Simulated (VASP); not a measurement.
# C (Fd-3m) in VASP: G0W0 quasiparticle levels with PBE

Aim: the G0W0 quasiparticle levels of C with PBE.

Program: VASP 6.6.1. These are calculated values, not measurements. Logs are shortened: lines on timing, memory, paths and dates and some standing lists are left out, and cuts for length are marked.

### Step 1. The cell of the first run

The structure is cubic, space group Fd-3m (No. 227). Conventional cell: a = 3.560 Å, b = 3.560 Å, c = 3.560 Å, α = 90.00°, β = 90.00°, γ = 90.00°. Within 2.1 Å of C (site symmetry -43m) lie 4 C at 1.54 Å.

### Step 2. G0W0 quasiparticle levels, PBE

File POSCAR:

```
C
1.0
    0.0000000000      1.7801241425      1.7801241425
    1.7801241425      0.0000000000      1.7801241425
    1.7801241425      1.7801241425      0.0000000000
C
2
Direct
    0.0000000000      0.0000000000      0.0000000000
    0.2500000000      0.2500000000      0.2500000000
```

File INCAR.step1:

```
SYSTEM = C
PREC = Accurate
ENCUT = 500
EDIFF = 1E-8
ISMEAR = 0
SIGMA = 0.01
LREAL = .False.
LASPH = .True.
NELM = 80
ALGO = Normal
LWAVE = .True.
LCHARG = .False.
GGA = PE
```

File INCAR.step2:

```
SYSTEM = C
PREC = Accurate
ENCUT = 500
EDIFF = 1E-8
ISMEAR = 0
SIGMA = 0.01
LREAL = .False.
LASPH = .True.
NELM = 1
ALGO = Exact
LWAVE = .True.
LCHARG = .False.
GGA = PE
NBANDS = 51
LOPTICS = .True.
ISTART = 1
```

File INCAR.step3:

```
SYSTEM = C
PREC = Accurate
ENCUT = 500
EDIFF = 1E-8
ISMEAR = 0
SIGMA = 0.01
LREAL = .False.
LASPH = .True.
ALGO = EVGW0
LWAVE = .False.
LCHARG = .False.
GGA = PE
NELMGW = 1
NBANDS = 51
ENCUTGW = 150.0
NOMEGA = 96
PRECFOCK = Fast
ISTART = 1
NBANDSGW = 12
OMEGAMAX = 20
```

File KPOINTS:

```
Automatic mesh
0
Gamma
  6 6 6
  0 0 0
```

Potentials or basis: VASP PAW PBE potentials, release 64 (C_GW).

Started as:

```console
> cat potpaw_PBE.64/C_GW/POTCAR > POTCAR
> cp INCAR.step1 INCAR
> mpirun -np 1 vasp_std > vasp.out
> cp INCAR.step2 INCAR
> mpirun -np 1 vasp_std > vasp.out
> cp INCAR.step3 INCAR
> mpirun -np 1 vasp_std > vasp.out
```

OUTCAR:

```text
SYSTEM = C
   PREC = Accurate
   ENCUT = 500
   EDIFF = 1E-8
   ISMEAR = 0
   LREAL = .False.
   LASPH = .True.
   GGA = PE
   NELMGW = 1
   ENCUTGW = 150.0
   PRECFOCK = Fast
   ISTART = 1

 ion  position               nearest neighbor table
   1  0.000  0.000  0.000-   2 1.54   2 1.54   2 1.54   2 1.54
   2  0.250  0.250  0.250-   1 1.54   1 1.54   1 1.54   1 1.54

  LATTYP: Found a face centered cubic cell.
 ALAT       =     3.5602482850

  Lattice vectors:

 A1 = (   0.0000000000,   1.7801241425,   1.7801241425)
 A2 = (   1.7801241425,   0.0000000000,   1.7801241425)
 A3 = (   1.7801241425,   1.7801241425,   0.0000000000)

Analysis of symmetry for initial positions (statically):
=====================================================================
 Subroutine PRICEL returns:
 Original cell was already a primitive cell.

 Routine SETGRP: Setting up the symmetry group for a
 face centered cubic supercell.

 Subroutine GETGRP returns: Found 48 space group operations
 (whereof 24 operations were pure point group operations)
 out of a pool of 48 trial point group operations.

The static configuration has the point symmetry T_d .
 The point group associated with its full space group is O_h .

Analysis of symmetry for dynamics (positions and initial velocities):
=====================================================================
 Subroutine PRICEL returns:
 Original cell was already a primitive cell.

 Routine SETGRP: Setting up the symmetry group for a
 face centered cubic supercell.

 Subroutine GETGRP returns: Found 48 space group operations
 (whereof 24 operations were pure point group operations)
 out of a pool of 48 trial point group operations.

The dynamic configuration has the point symmetry T_d .
 The point group associated with its full space group is O_h .

 Subroutine INISYM returns: Found 48 space group operations
 (whereof 24 operations are pure point group operations),
 and found     1 'primitive' translations

----------------------------------------------------------------------------------------

                                     Primitive cell

  volume of cell :      11.2819

  direct lattice vectors                    reciprocal lattice vectors
     0.000000000  1.780124143  1.780124143    -0.280879287  0.280879287  0.280879287
     1.780124143  0.000000000  1.780124143     0.280879287 -0.280879287  0.280879287
     1.780124143  1.780124143  0.000000000     0.280879287  0.280879287 -0.280879287

  length of vectors
     2.517475705  2.517475705  2.517475705     0.486497196  0.486497196  0.486497196

  position of ions in fractional coordinates (direct lattice)
     0.000000000  0.000000000  0.000000000
     0.250000000  0.250000000  0.250000000

  ion indices of the primitive-cell ions
   primitive index   ion index
                 1           1
                 2           2

----------------------------------------------------------------------------------------

 KPOINTS: Automatic mesh

Automatic generation of k-mesh.
 Grid dimensions read from file:
 generate k-points for:    6    6    6

 Generating k-lattice:

  Cartesian coordinates                     Fractional coordinates (reciprocal lattice)
    -0.046813215  0.046813215  0.046813215     0.166666667  0.000000000  0.000000000
     0.046813215 -0.046813215  0.046813215     0.000000000  0.166666667  0.000000000
     0.046813215  0.046813215 -0.046813215     0.000000000  0.000000000  0.166666667

  Length of vectors
     0.081082866  0.081082866  0.081082866

  Shift w.r.t. Gamma in fractional coordinates (k-lattice)
     0.000000000  0.000000000  0.000000000

 Subroutine IBZKPT returns following result:
 ===========================================

 Found     16 irreducible k-points:

 Following reciprocal coordinates:
            Coordinates               Weight
  0.000000  0.000000  0.000000      1.000000
  0.166667  0.000000  0.000000      8.000000
  0.333333  0.000000  0.000000      8.000000
  0.500000  0.000000  0.000000      4.000000
  0.166667  0.166667  0.000000      6.000000
  0.333333  0.166667  0.000000     24.000000
[... 8 lines left out ...]
 -0.333333  0.333333  0.166667     24.000000
 -0.333333  0.500000  0.166667     12.000000
   k-points           NKPTS =     16   k-points in BZ     NKDIM =    216   number of bands    NBANDS=     51
   number of dos      NEDOS =    301   number of ions     NIONS =      2
   total plane-waves  NPLWV =   5832
   dimension x,y,z NGX =    18 NGY =   18 NGZ =   18
   dimension x,y,z NGXF=    36 NGYF=   36 NGZF=   36
   ions per type =               2
   NGX,Y,Z   is equivalent  to a cutoff of  11.89, 11.89, 11.89 a.u.
   NGXF,Y,Z  is equivalent  to a cutoff of  23.77, 23.77, 23.77 a.u.
 SYSTEM =  C
   PREC   = accura    normal or accurate (medium, high low for compatibility)
   ISTART =      1    job   : 0-new  1-cont  2-samecut
   ICHARG =      0    charge: 1-file 2-atom 10-const
   ISPIN  =      1    spin polarized calculation?
   LNONCOLLINEAR =      F non collinear calculations
   LSORBIT =      F    spin-orbit coupling
   LASPH  =      T    aspherical Exc in radial PAW
   ENCUT  =  500.0 eV  36.75 Ry    6.06 a.u.   4.59  4.59  4.59*2*pi/ulx,y,z
   NELM   =     60;   NELMIN=  2; NELMDL=  0     # of ELM steps
   EDIFF  = 0.1E-07   stopping-criterion for ELM
   LREAL  =      F    real-space projection
   EDIFFG = 0.1E-06   stopping-criterion for IOM
   NSW    =      0    number of steps for IOM
   IBRION =     -1    ionic relax: 0-MD 1-quasi-New 2-CG
   NFREE  =      0    steps in history (QN), initial steepest desc. (CG)
   ISIF   =      0    stress and relaxation
   ISYM   =      3    0-nonsym 1-usesym 2-fastsym
   POTIM  = 0.5000    time-step for ionic-motion
   TEBEG  =    0.0;   TEEND  =   0.0 temperature during run
   PSTRESS=    0.0 pullay stress
   NELECT =       8.0000    total number of electrons
   NUPDOWN=      -1.0000    fix difference up-down
   EMIN   =  10.00;   EMAX   =-10.00  energy-range for DOS
   EFERMI =   0.00;   METHOD = LEGACY
   ISMEAR =     0;   SIGMA  =   0.01  broadening in eV -4-tet -1-fermi 0-gaus
   EFERMI_NEDOS =   21; number of points for ismear=-14 and -15
   IALGO  =     38    algorithm
   IMIX   =      4    mixing-type and parameters
     AMIX     =   0.40;   BMIX     =  1.00
     AMIX_MAG =   1.60;   BMIX_MAG =  1.00
  volume/ion in A,a.u.               =       5.64        38.07
  Fermi-wavevector in a.u.,A,eV,Ry     =   1.459860  2.758735 28.996616  2.131191
  Thomas-Fermi vector in A             =   2.576377
   LORBIT       =      0    0 simple, 1 ext, 2 COOP (PROOUT), +10 PAW based schemes
   GGA     = PE    functional components
   LHFCALC =     T    Hartree Fock is set to
   PRECFOCK=fast      Normal, Fast or Accurate (Low or Medium for compatibility)
   ENCUT4O =  -1.0   cutoff for four orbital integrals eV
   NKREDX  =     1    reduce k-point grid by
   NKREDY  =     1    reduce k-point grid by
   NKREDZ  =     1    reduce k-point grid by
   AEXX    =    1.0000 exact exchange contribution
   HFSCREEN=    0.0000 screening length (either q_TF or 0.3 A-1)
   HFSCREENC=   0.0000 screening length for correlation (either q_TF or 0.3 A-1)
   ENCUTFOCK=  -1.0 apply spherical cutoff to Coloumb kernel
   IVDW    =     0    specifies the selected vdW correction
   LEPSILON=     F    determine dielectric tensor
   LRPA    =     F    only Hartree local field effects (RPA)
   LRPAFORCE           =     F    calculate RPA forces
   ENCUTGW             = 150.0    cutoff for response function in eV
   ENCUTGWSOFT         = 120.0    soft cutoff for Coulomb kernel in GW response function in eV
   ENCUTLF             =  -1.0    cutoff for local field effects
   NELMGW              =     1    number of iterations in solving QP/BSE equation
   NELMHF              =     1    number of iterations in the inner HF iteration
   NKREDLFX            =     1    NKREDLFY  =   1   NKREDLFZ  =   1
 non-spin polarized calculation
 Gauss-broadening in eV      SIGMA  =   0.01
  energy-cutoff  :      500.00
  volume of cell :       11.28
 maximum number of plane-waves:       302
  NGX = 12; NGY = 12; NGZ = 12
   NGX =  9   NGY =  9   NGZ =  9
 maximum number of plane-waves:        59

 QP shifts <psi_nk| G(iteration)W_0 |psi_nk>: iteration 1
 for sc-GW calculations column KS-energies equals QP-energies in previous step
 and V_xc(KS)=  KS-energies - (<T + V_ion + V_H > + <T+V_H+V_ion>^1  + <V_x>^1)

 k-point   1 :       0.0000    0.0000    0.0000
  band No.  KS-energies  QP-energies   sigma(KS)   V_xc(KS)     V^pw_x(r,r')   Z            occupation Imag(sigma)

      1     -11.7046     -13.2680     -16.8051     -14.7920     -25.4559       0.7766       2.0000       1.2840
      2       9.8438       9.3234     -17.4421     -16.8145     -19.2155       0.8292       2.0000       0.0220
      3       9.8438       9.3234     -17.4421     -16.8145     -19.2155       0.8292       2.0000       0.0220
      4       9.8438       9.3234     -17.4421     -16.8145     -19.2155       0.8292       2.0000       0.0220
      5      15.4505      16.6113     -14.1289     -15.5365      -9.3291       0.8246       0.0000      -0.0388
      6      15.4505      16.6113     -14.1289     -15.5365      -9.3291       0.8246       0.0000      -0.0388
      7      15.4505      16.6113     -14.1289     -15.5365      -9.3291       0.8246       0.0000      -0.0388
      8      23.2911      24.3802     -14.9692     -16.3841      -7.7685       0.7697       0.0000      -0.0978
      9      29.2089      29.5633     -11.4564     -11.8925      -4.3427       0.8126       0.0000      -0.2776
     10      36.4414      37.5126     -12.6136     -13.9081      -5.9182       0.8276       0.0000      -0.4783
     11      36.4414      37.5126     -12.6136     -13.9081      -5.9182       0.8276       0.0000      -0.4783
     12      37.4454      37.9416     -10.9322     -11.5373      -3.2737       0.8200       0.0000      -0.8954

 k-point   2 :       0.1667    0.0000    0.0000
  band No.  KS-energies  QP-energies   sigma(KS)   V_xc(KS)     V^pw_x(r,r')   Z            occupation Imag(sigma)

      1     -10.9354     -12.4088     -16.8141     -14.8460     -25.2626       0.7487       2.0000       1.1699
      2       6.0702       5.2439     -17.0757     -16.0589     -19.8046       0.8126       2.0000       0.0333
      3       8.8141       8.2311     -17.2922     -16.5865     -19.2997       0.8262       2.0000       0.0252
      4       8.8141       8.2311     -17.2922     -16.5865     -19.2997       0.8262       2.0000       0.0252
      5      16.8001      18.0381     -14.2405     -15.7478      -9.0974       0.8213       0.0000      -0.0434
      6      16.8001      18.0381     -14.2405     -15.7478      -9.0974       0.8213       0.0000      -0.0434
      7      17.2735      18.3973     -14.3855     -15.7560      -9.2050       0.8200       0.0000      -0.0446
      8      23.9174      25.0775     -14.6526     -16.1591      -7.3154       0.7701       0.0000      -0.1143
      9      30.2023      30.7088     -11.7300     -12.3664      -4.3228       0.7957       0.0000      -0.3199
     10      32.7047      33.4627     -11.7682     -12.6809      -5.1245       0.8305       0.0000      -0.4014
     11      32.7047      33.4627     -11.7682     -12.6809      -5.1245       0.8305       0.0000      -0.4014
     12      35.7687      36.2070     -11.1856     -11.7241      -3.4788       0.8139       0.0000      -0.7104
[... 196 lines left out ...]
      1      -4.1183      -5.3914     -17.5086     -15.7878     -24.0787       0.7398       2.0000       0.3501
      2      -1.9191      -3.1205     -16.7459     -15.1483     -22.1484       0.7520       2.0000       0.1625
      3       1.9868       0.8825     -16.9183     -15.5157     -20.9456       0.7873       2.0000       0.0624
      4       3.8829       2.9178     -16.7050     -15.5065     -20.0087       0.8052       2.0000       0.0427
      5      18.6585      19.6331     -12.9914     -14.1743      -7.4427       0.8238       0.0000      -0.0487
      6      19.9283      21.0881     -13.8884     -15.3233      -7.8532       0.8083       0.0000      -0.0575
      7      23.6651      25.0528     -14.4217     -16.2171      -7.1322       0.7729       0.0000      -0.1092
      8      23.9098      25.2657     -14.1950     -15.9506      -6.8763       0.7723       0.0000      -0.1169
      9      28.0525      29.0116     -12.7543     -13.9450      -5.9150       0.8055       0.0000      -0.2056
     10      33.3375      34.5779     -13.9429     -15.5434      -5.2234       0.7749       0.0000      -0.5959
     11      37.2403      38.1806     -12.4444     -13.6156      -4.5610       0.8028       0.0000      -0.7259
     12      41.0283      41.6732     -11.6104     -12.4008      -3.7394       0.8160       0.0000      -0.9495

 k-point  16 :      -0.3333    0.5000    0.1667
  band No.  KS-energies  QP-energies   sigma(KS)   V_xc(KS)     V^pw_x(r,r')   Z            occupation Imag(sigma)

      1      -2.4120      -3.6722     -17.4798     -15.8009     -23.3944       0.7506       2.0000       0.2176
      2      -2.4120      -3.6722     -17.4798     -15.8009     -23.3944       0.7506       2.0000       0.2176
      3       1.9896       0.9229     -16.4725     -15.1269     -20.2840       0.7928       2.0000       0.0565
      4       1.9896       0.9229     -16.4725     -15.1269     -20.2840       0.7928       2.0000       0.0565
      5      18.0912      19.0041     -13.1433     -14.2519      -7.6327       0.8235       0.0000      -0.0482
      6      18.0912      19.0041     -13.1433     -14.2519      -7.6327       0.8235       0.0000      -0.0482
      7      24.4266      25.8468     -14.4040     -16.2511      -6.9648       0.7689       0.0000      -0.1264
      8      24.4266      25.8468     -14.4040     -16.2511      -6.9648       0.7689       0.0000      -0.1264
      9      31.6282      32.8374     -13.7425     -15.2864      -5.4953       0.7832       0.0000      -0.4571
     10      31.6282      32.8374     -13.7425     -15.2864      -5.4953       0.7832       0.0000      -0.4571
     11      40.6171      41.4927     -12.3090     -13.4156      -4.2605       0.7912       0.0000      -0.9036
     12      40.6171      41.4927     -12.3090     -13.4156      -4.2605       0.7912       0.0000      -0.9036
```

Wall time 46 s (1 thread of Intel Xeon 6975P-C (Granite Rapids), shared host); peak memory 0.2 GiB.

Results:

```yaml
Quasiparticle_gap: 5.43 eV
Least_direct_quasiparticle_gap: 7.29 eV
Band_gap_of_the_starting_levels_on_the_mesh: 4.17 eV
Least_direct_gap_of_the_starting_levels_on_the_mesh: 5.61 eV
```

Caveat: the k points lie up to 0.51 Å⁻¹ apart; bands, screening cutoff and mesh are small and nothing is extrapolated, so the quasiparticle values aren't converged.
